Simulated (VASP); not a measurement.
Input of a VASP 6.6.1 run:

INCAR

```
PREC     = Accurate       # precision mode
ENCUT    = 520            # plane-wave cutoff, eV
EDIFF    = 1E-6           # SCF threshold, eV
ISMEAR   = 1              # smearing method
SIGMA    = 0.2            # smearing width, eV
LREAL    = False          # projectors in reciprocal space
LASPH    = True           # aspherical terms in the spheres
NELM     = 60             # most SCF steps
ALGO     = Normal         # electronic algorithm
ISIF     = 2              # what is computed and relaxed
LWAVE    = False          # write WAVECAR
LCHARG   = False          # write CHGCAR
LDIPOL   = True         
IDIPOL   = 3            
DIPOL    = 0.5 0.5 0.500
GGA      = PS             # functional
NBANDS   = 59             # bands
```

KPOINTS

```
regular mesh
0
Gamma
  7 7 1
```

Contents of POSCAR:

```
Zn5S6
1.0
    3.7876303068      0.0000000000      0.0000000000
    0.0000000000      3.7876303068      0.0000000000
    0.0000000000      0.0000000000     28.3912953727
S Zn
6 5
Direct
    0.0000000000      0.5000000000      0.2641654740
    0.5000000000      0.0000000000      0.3584992844
    0.0000000000      0.5000000000      0.4528330948
    0.5000000000      0.0000000000      0.5471669052
    0.0000000000      0.5000000000      0.6415007156
    0.5000000000      0.0000000000      0.7358345260
    0.5000000000      0.5000000000      0.3113323792
    0.0000000000      0.0000000000      0.4056661896
    0.5000000000      0.5000000000      0.5000000000
    0.0000000000      0.0000000000      0.5943338104
    0.5000000000      0.5000000000      0.6886676208
```

Potentials or basis: VASP PAW PBE potentials, release 64 (S, Zn).

Launch:

```bash
$ cat potpaw_PBE.64/S/POTCAR potpaw_PBE.64/Zn/POTCAR > POTCAR
$ mpirun -np 1 vasp_std > vasp.out
```

Problem. What does it give for the largest force?

Solution. 0.542 eV/Å.

Problem. What does it give for the band gap on the k mesh?

Solution. Zero (bands 48 and 49 overlap by 1.25 eV).

Forces in eV/Å, atoms in the order of the input:
```
S    0.000  0.000  0.311
S    0.000  0.000  0.324
S    0.000  0.000  0.057
S    0.000  0.000 -0.057
S    0.000  0.000 -0.324
S    0.000  0.000 -0.311
Zn   0.000  0.000 -0.542
Zn   0.000  0.000 -0.152
Zn   0.000  0.000  0.000
Zn   0.000  0.000  0.152
Zn   0.000  0.000  0.542
```

Caveat: the PAW data sets were made with another functional, which shifts forces and pressure a little.
